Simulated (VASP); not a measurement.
# Lu: single point with PBE

Crystal: Lu.

```
Lu
1.0
     2.44996    0.00000    0.00000
     0.00000    2.44996    0.00000
     0.00000    0.00000    2.44996
Lu
1
Direct
  0.00000 0.00000 0.00000
```

This isn't the form of Lu at room conditions, which is hcp.

```
Program             : VASP 6.6.1
Task                : single point
Functional          : PBE
Potentials or basis : VASP PAW PBE potentials, release 64 (Lu)
Cutoff              : 520 eV
k mesh              : 15 × 15 × 15
Occupations         : fermi-dirac, width 0.05 eV
Spin                : no spin polarisation
```

```
Pressure               : 103.8 GPa
Band gap on the k mesh : zero (an odd number of electrons rules out a gap without spin polarisation)
```

Levels at points of the mesh, in eV from the Fermi level:
```tsv
k point	band 10	band 11	band 12	band 13	band 14	band 15
(0.00, 0.00, 0.00)	-5.00	-5.00	-4.88	-2.38	-2.38	12.62
```

Run time: 19 s on 1 thread of AMD EPYC 9R45 96-Core Processor (Zen 5), on a shared host, peak memory 0.12 GiB.

Caveat: the cell stands under pressure; spin-orbit coupling is left out, which moves the levels of the heavy elements.
